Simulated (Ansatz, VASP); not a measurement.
**TaN: VASP beside Ansatz**

Contents of INCAR:

```
SYSTEM = TaN
PREC = Accurate ; ENCUT = 520
EDIFF = 1E-8 ; ISMEAR = -1
SIGMA = 0.02 ; LREAL = .False.
LASPH = .True. ; NELM = 100
ALGO = Normal ; ISIF = 2
LWAVE = .False. ; LCHARG = .False.
GGA = PS ; LEFG = .True.
NBANDS = 15
```

The input KPOINTS:

```
Automatic mesh
0
Gamma
  9 9 9
  0 0 0
```

POSCAR

```
TaN
1.0
    0.0000000000      2.1790000000      2.2007900000
    2.1790000000      0.0000000000      2.2007900000
    2.1790000000      2.1790000000      0.0000000000
Ta N
1 1
Direct
    0.5000000000      0.5000000000      0.5000000000
    0.0000000000      0.0000000000      0.0000000000
```

Input for Ansatz:

```yaml
crystal:
  lattice:
    - [0.0, 2.179, 2.20079]
    - [2.179, 0.0, 2.20079]
    - [2.179, 2.179, 0.0]
  atoms:
    - { symbol: Ta, position: [0.5, 0.5, 0.5] }
    - { symbol: "N", position: [0.0, 0.0, 0.0] }
kpoints:
  mp_grid: { grid: [9, 9, 9] }
scf:
  occupations: { method: fermi_dirac, width: 0.02 }
hamiltonian:
  xc: pbesol
  pseudopotentials: { kind: all_electron, datasets: crystal }
output:
  forces: true
  stress: true
  eigenvalues: true
  efg: { contact_densities: true }
```

Change from the starting cell: zz strain of +1 %, crystal datasets.

Alike in both runs: task electric field gradients; functional PBEsol; k mesh 9 × 9 × 9; occupations fermi-dirac, width 0.02 eV; no spin polarisation.

```csv
,VASP,Ansatz
version,VASP 6.6.1,Ansatz 0.2.0
potentials or method,"VASP PAW PBE potentials, release 64 (Ta_pv, N), cutoff 520 eV","all-electron PAW with datasets made for the crystal, scalar-relativistic"
```

|  | VASP | Ansatz | Ansatz less VASP |
| --- | --- | --- | --- |
| pressure (GPa) | 1.8 | 0.8 | -1.02 |
| traceless stress, the component that is largest in VASP (GPa) | -5.20 | -5.15 | +0.049 |
| size of Vzz on the site where it differs most (V/Å²) | 46.0 | 47.3 | +1.29 |

VASP's potentials were made for PBE, not for PBEsol. Ansatz ran all-electron here, and VASP with PAW potentials.

Spin-orbit coupling is off throughout.
